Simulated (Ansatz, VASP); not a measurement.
**Two plane-wave programs on CoO**

```
Co O
1.0
     2.56380    0.00000    0.00000
     0.00000    2.56380    0.00000
     0.00000    0.00000    2.56380
Co O
1 1
Cartesian
  0.0000 0.0000 0.0000
  1.2819 1.2819 1.2819
```

Alike in both runs: functional PBE; k mesh 10 × 10 × 10; occupations gaussian, width 0.02 eV; no spin polarisation; Hubbard terms Co d U = 3.32 eV.

Ansatz relaxed the structure, and its values are those at the end. VASP's run is a single point on that final structure, the one shown.

|  | VASP | Ansatz |
| --- | --- | --- |
| version | VASP 6.6.1 | Ansatz 0.2.0 |
| potentials or method | VASP PAW PBE potentials, release 64 (Co, O), cutoff 520 eV | scalar-relativistic, plane waves, PAW |
| valence electrons in the cell | 15 | 23 |

Ansatz gave:

```
gap on the k mesh at the Fermi level (eV) : none
pressure (GPa)                            : 0.0
```

Question: Which values does VASP return?

Answer: gap on the k mesh at the Fermi level (eV): none; pressure (GPa): -5.1.

The programs project onto different local orbitals, so the same U acts differently, and such runs can settle in different states. A gap of «none» marks a metal or a gap that the smearing closes. VASP's potentials hold 15 valence electrons a cell and Ansatz's 23, so a difference there can come from the potentials and not from the codes. Ansatz's warnings: filled band counts differ across k points.
